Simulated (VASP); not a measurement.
# Tl in VASP: notebook, part 3 of 3

VASP 6.6.1. The steps go on from the part before.

### Step 6. Electric field gradients, LDA (equal xy, yz and zx shear strains of -1 %)

INCAR reads:

```
SYSTEM = Tl
  ALGO = Normal
  EDIFF = 1E-8
  ENCUT = 520
  GGA = CA
  ISIF = 2
  ISMEAR = -1
  LASPH = .TRUE.
  LCHARG = .FALSE.
  LEFG = .TRUE.
  LREAL = .FALSE.
  LWAVE = .FALSE.
  NBANDS = 20
  NELM = 80
  PREC = Accurate
  SIGMA = 0.05
```

KPOINTS reads:

```
k-points
0
G
  11 11 6
  0 0 0
```

POSCAR reads:

```
Tl
1.0
    3.4559983565     -0.0172799918     -0.0172799918
   -1.7429640902      3.0016223681     -0.0063249160
   -0.0276250000     -0.0276250000      5.5250000000
Tl
2
Direct
    0.3333333333      0.6666666667      0.2500000000
    0.6666666667      0.3333333333      0.7500000000
```

Potentials or basis: VASP PAW LDA potentials, release 64 (Tl_d).

Command:

```
$ cat potpaw_LDA.64/Tl_d/POTCAR > POTCAR
$ mpirun -np 1 vasp_std > vasp.out
```

OUTCAR:

```text
SYSTEM = Tl
   EDIFF = 1E-8
   ENCUT = 520
   GGA = CA
   ISIF = 2
   ISMEAR = -1
   LASPH = .TRUE.
   LREAL = .FALSE.
   NELM = 80
   PREC = Accurate

 ion  position               nearest neighbor table
   1  0.333  0.667  0.250-   2 3.38   2 3.39   2 3.41   2 3.42   2 3.42   2 3.42
   2  0.667  0.333  0.750-   1 3.38   1 3.39   1 3.41   1 3.42   1 3.42   1 3.42

  LATTYP: Found a triclinic cell.
 ALAT       =     3.4411252532
 B/A-ratio  =     1.0043472705
 C/A-ratio  =     1.6056195915
 COS(alpha) =     0.0099745013
 COS(beta)  =     0.0136846555
 COS(gamma) =     0.4934979112

  Lattice vectors:

 A1 = (   1.7130342663,   2.9843423763,  -0.0236049078)
 A2 = (   3.4559983565,  -0.0172799918,  -0.0172799918)
 A3 = (   0.0276250000,   0.0276250000,  -5.5250000000)

Analysis of symmetry for initial positions (statically):
=====================================================================
 Subroutine PRICEL returns:
 Original cell was already a primitive cell.

 Routine SETGRP: Setting up the symmetry group for a
 triclinic supercell.

 Subroutine GETGRP returns: Found  2 space group operations
 (whereof  2 operations were pure point group operations)
 out of a pool of  2 trial point group operations.

The static configuration has the point symmetry S_2 .

Analysis of symmetry for dynamics (positions and initial velocities):
=====================================================================
 Subroutine PRICEL returns:
 Original cell was already a primitive cell.

 Routine SETGRP: Setting up the symmetry group for a
 triclinic supercell.

 Subroutine GETGRP returns: Found  2 space group operations
 (whereof  2 operations were pure point group operations)
 out of a pool of  2 trial point group operations.

The dynamic configuration has the point symmetry S_2 .

 Subroutine INISYM returns: Found  2 space group operations
 (whereof  2 operations are pure point group operations),
 and found     1 'primitive' translations

----------------------------------------------------------------------------------------

                                     Primitive cell

  volume of cell :      57.1449

  direct lattice vectors                    reciprocal lattice vectors
     3.455998356 -0.017279992 -0.017279992     0.290206057  0.168519947  0.002293630
    -1.742964090  3.001622368 -0.006324916     0.001679054  0.334131689  0.001679054
    -0.027625000 -0.027625000  5.525000000     0.000909571  0.000909571  0.181004571

  length of vectors
     3.456084755  3.470979785  5.525138123     0.335594680  0.334140126  0.181009141

  position of ions in fractional coordinates (direct lattice)
     0.333333333  0.666666667  0.250000000
     0.666666667  0.333333333  0.750000000

  ion indices of the primitive-cell ions
   primitive index   ion index
                 1           1
                 2           2

----------------------------------------------------------------------------------------

 KPOINTS: k-points
[... 67 lines left out ...]
   NELM   =     80;   NELMIN=  2; NELMDL= -5     # of ELM steps
   EDIFF  = 0.1E-07   stopping-criterion for ELM
   LREAL  =      F    real-space projection
   EDIFFG = 0.1E-06   stopping-criterion for IOM
   NSW    =      0    number of steps for IOM
   IBRION =     -1    ionic relax: 0-MD 1-quasi-New 2-CG
   NFREE  =      0    steps in history (QN), initial steepest desc. (CG)
   ISIF   =      2    stress and relaxation
   ISYM   =      2    0-nonsym 1-usesym 2-fastsym
   POTIM  = 0.5000    time-step for ionic-motion
   TEBEG  =    0.0;   TEEND  =   0.0 temperature during run
   PSTRESS=    0.0 pullay stress
   NELECT =      26.0000    total number of electrons
   NUPDOWN=      -1.0000    fix difference up-down
   EMIN   =  10.00;   EMAX   =-10.00  energy-range for DOS
   EFERMI =   0.00;   METHOD = LEGACY
   ISMEAR =    -1;   SIGMA  =   0.05  broadening in eV -4-tet -1-fermi 0-gaus
   EFERMI_NEDOS =   21; number of points for ismear=-14 and -15
   IALGO  =     38    algorithm
   IMIX   =      4    mixing-type and parameters
     AMIX     =   0.40;   BMIX     =  1.00
     AMIX_MAG =   1.60;   BMIX_MAG =  1.00
  volume/ion in A,a.u.               =      28.57       192.82
  Fermi-wavevector in a.u.,A,eV,Ry     =   1.259139  2.379427 21.571083  1.585430
  Thomas-Fermi vector in A             =   2.392713
   LORBIT       =      0    0 simple, 1 ext, 2 COOP (PROOUT), +10 PAW based schemes
   GGA     = CA    functional components
   LHFCALC =     F    Hartree Fock is set to
   AEXX    =    0.0000 exact exchange contribution
   IVDW    =     0    specifies the selected vdW correction
   LEPSILON=     F    determine dielectric tensor
   LRPA    =     F    only Hartree local field effects (RPA)
 non-spin polarized calculation
  energy-cutoff  :      520.00
  volume of cell :       57.14
 maximum number of plane-waves:      1559
 NGX is ok and might be reduce to    28
   NGX = 13   NGY = 13   NGZ = 21

 number of electron      26.0000002 magnetization

 Free energy of the ion-electron system (eV)
  ---------------------------------------------------
  ext. energy  EPLUGINS =         0.00000000
  ---------------------------------------------------
  free energy    TOTEN  =        -5.86542264 eV

  energy without entropy =       -5.85660125  energy(sigma->0) =       -5.86101194

 E-fermi :   6.2480     XC(G=0): -10.5085

 val. band max:        6.2459676232   @ k =  -0.4545  -0.0909   0.1667
 cond. band min:       6.2691113758   @ k =   0.1818   0.1818   0.1667
 fundamental gap:      0.0231437526
 Fermi energy:         6.2480256184

 k-point     1 :       0.0000    0.0000    0.0000
  band No.  band energies     occupation
      1      -5.4667      2.00000
      2      -5.2332      2.00000
      3      -5.2263      2.00000
      4      -5.1990      2.00000
      5      -5.1704      2.00000
      6      -5.1465      2.00000
[... 541 lines left out ...]
     19      14.3946      0.00000
     20      17.9032      0.00000

 [... further k-points ...]
[... 5 lines left out ...]
  --------------------------------------------------------------------------------------
  -------------------------------------------------------------------------------------
  Total       -0.6129052     -0.6142961     -0.6302897     -0.0075735     -0.0145755     -0.0163132
  in kB      -17.1840924    -17.2230890    -17.6715047     -0.2123398     -0.4086558     -0.4573749
  external PRESSURE =     -17.3595620 kB  Pullay stress =       0.0000000 kB

 VOLUME and BASIS-vectors are now :
 -----------------------------------------------------------------------------
  energy-cutoff  :      520.00
  volume of cell :       57.14
      direct lattice vectors                 reciprocal lattice vectors
     3.455998356 -0.017279992 -0.017279992     0.290206057  0.168519947  0.002293630
    -1.742964090  3.001622368 -0.006324916     0.001679054  0.334131689  0.001679054
    -0.027625000 -0.027625000  5.525000000     0.000909571  0.000909571  0.181004571

 POSITION                                       TOTAL-FORCE (eV/Angst)
 -----------------------------------------------------------------------------------
     -0.01688      1.98842      1.37127         0.010153     -0.000495      0.000355
      1.70229      0.96830      4.13012        -0.010153      0.000495     -0.000355
 -----------------------------------------------------------------------------------
    total drift:                                0.000000     -0.000000     -0.000000

  FREE ENERGIE OF THE ION-ELECTRON SYSTEM (eV)
  ---------------------------------------------------
  free  energy   TOTEN  =        -5.8654226358 eV

  energy  without entropy=       -5.8566012522  energy(sigma->0) =       -5.86101194

 Electric field gradients (V/A^2)
---------------------------------------------------------------------
 ion       V_xx      V_yy      V_zz      V_xy      V_xz      V_yz
---------------------------------------------------------------------
   1      11.406    11.744   -23.149    -1.904    -2.675    -2.681
   2      11.406    11.744   -23.149    -1.904    -2.675    -2.681
---------------------------------------------------------------------

 Electric field gradients after diagonalization (V/A^2)
 (convention: |V_zz| > |V_xx| > |V_yy|)
----------------------------------------------------------------------
 ion       V_xx      V_yy      V_zz     asymmetry (V_yy - V_xx)/ V_zz
----------------------------------------------------------------------
   1      13.487    10.094   -23.580       0.144
   2      13.487    10.094   -23.580       0.144
----------------------------------------------------------------------

           NMR quadrupolar parameters

 Cq : quadrupolar parameter    Cq=e*Q*V_zz/h
 eta: asymmetry parameters     (V_yy - V_xx)/ V_zz
 Q  : nuclear electric quadrupole moment in mb (millibarn)
----------------------------------------------------------------------
 ion       Cq(MHz)       eta       Q (mb)
----------------------------------------------------------------------
   1      -0.057       0.144       1.000
   2      -0.057       0.144       1.000
----------------------------------------------------------------------
```

OSZICAR:

```text
N       E                     dE             d eps       ncg     rms          rms(c)
DAV:   1     0.131346468251E+03    0.13135E+03   -0.14174E+04 14624   0.123E+03
DAV:   2    -0.333071640405E+01   -0.13468E+03   -0.13214E+03 16004   0.277E+02
DAV:   3    -0.591583078847E+01   -0.25851E+01   -0.25743E+01 16672   0.338E+01
DAV:   4    -0.593124849300E+01   -0.15418E-01   -0.15417E-01 15480   0.284E+00
DAV:   5    -0.593145934223E+01   -0.21085E-03   -0.21085E-03 16384   0.330E-01    0.312E+00
DAV:   6    -0.587663970835E+01    0.54820E-01   -0.91299E-02 15364   0.233E+00    0.219E+00
DAV:   7    -0.586637937704E+01    0.10260E-01   -0.36424E-02 15636   0.144E+00    0.749E-01
DAV:   8    -0.586542087297E+01    0.95850E-03   -0.29345E-03 15384   0.425E-01    0.382E-02
DAV:   9    -0.586542317852E+01   -0.23056E-05   -0.14030E-05 16412   0.319E-02    0.778E-03
DAV:  10    -0.586542264160E+01    0.53693E-06   -0.91340E-07 15976   0.782E-03    0.101E-03
DAV:  11    -0.586542263611E+01    0.54852E-08   -0.14976E-07 15768   0.281E-03    0.399E-04
DAV:  12    -0.586542263579E+01    0.31787E-09   -0.50662E-09  8540   0.609E-04
   1 F= -.58654226E+01 E0= -.58610119E+01  d E =-.882138E-02
```

stdout:

```text
POSCAR found type information on POSCAR Tl
 POSCAR found :  1 types and       2 ions
 scaLAPACK will be used
 LDA part: xc-table for (Slater(with rela. corr.)+CA(PZ))
 , standard interpolation
 POSCAR, INCAR and KPOINTS ok, starting setup
 FFT: planning ... GRIDC
 FFT: planning ... GRID_SOFT
 FFT: planning ... GRID
 WAVECAR not read
 entering main loop
ion   1
     0.0000685    -0.0199253    -0.0195772    -0.0391900    -0.0199748     0.0004703
     0.0000943    -0.0199253    -0.0195772    -0.0391900    -0.0199748     0.0004703
     0.0001298    -0.0199253    -0.0195772    -0.0391900    -0.0199748     0.0004703
     0.0001788    -0.0199253    -0.0195772    -0.0391900    -0.0199748     0.0004703

     0.0000685     1.7448791     2.4550413    18.3430774     2.4491629     0.1546010
     0.0000943     1.7428970     2.4525210    18.3279387     2.4466345     0.1545016
     0.0001298     1.7398716     2.4486771    18.3049882     2.4427777     0.1543521
     0.0001788     1.7352739     2.4428397    18.2703455     2.4369200     0.1541281

ion   2
     0.0000685    -0.0199253    -0.0195772    -0.0391900    -0.0199748     0.0004703
     0.0000943    -0.0199253    -0.0195772    -0.0391900    -0.0199748     0.0004703
     0.0001298    -0.0199253    -0.0195772    -0.0391900    -0.0199748     0.0004703
     0.0001788    -0.0199253    -0.0195772    -0.0391900    -0.0199748     0.0004703

     0.0000685     1.7448791     2.4550413    18.3430774     2.4491629     0.1546010
     0.0000943     1.7428970     2.4525210    18.3279387     2.4466345     0.1545016
     0.0001298     1.7398716     2.4486771    18.3049882     2.4427777     0.1543521
     0.0001788     1.7352739     2.4428397    18.2703455     2.4369200     0.1541281
```

It took 6.8 min on 1 thread of AMD EPYC 7R13, shared host; peak memory 0.38 GiB.

What came out:

* Free energy: -5.8654 eV
* Pressure: -1.7 GPa
* Largest force: 0.010 eV/Å
* Band gap on the k mesh: zero (band 13 reaches 9.76 eV, above the bottom of band 14 at 4.14 eV)

Forces on the atoms (eV/Å):
```
Tl   0.010  0.000  0.000
Tl  -0.010  0.000  0.000
```

Electric field gradients, principal values (V/Å²):
```
atom   least  middle  greatest (by size)
1 Tl  10.094  13.487             -23.580
2 Tl  10.094  13.487             -23.580
```

Caveat: the cell differs from its parent crystal (equal xy, yz and zx shear strains of -1 %); without QUAD_EFG the Cq values of the log hold for a quadrupole moment of 1 mb, not for the nuclei; spin-orbit coupling is left out, which moves the levels of the heavy elements.

### Step 7. Overview

```csv
cell,gap on the mesh (eV),pressure (GPa)
"a = 3.385, b = 3.385, c = 5.412 Å, angles 90.0, 90.0, 120.0°, 2 atoms",none,0.7
"a = 3.409, b = 3.409, c = 5.450 Å, angles 90.0, 90.0, 120.0°, 2 atoms",none,-0.2
"a = 3.433, b = 3.433, c = 5.488 Å, angles 90.0, 90.0, 120.0°, 2 atoms",none,-1.0
"a = 3.444, b = 3.444, c = 5.507 Å, angles 90.0, 90.0, 120.0°, 2 atoms",none,-1.4
"a = 3.456, b = 3.471, c = 5.525 Å, angles 90.2, 90.6, 120.4°, 2 atoms",none,-1.7
```

Alike in all rows: task electric field gradients; level LDA; potentials or basis VASP PAW LDA potentials, release 64 (Tl_d); no spin polarisation; k mesh 11 × 11 × 6; cutoff (eV) 520; smearing fermi-dirac 0.05 eV.

Caveats: spin-orbit coupling is left out, which moves the levels of the heavy elements.

Total energies depend on the potentials used, so only differences within one code and one set of settings carry meaning.
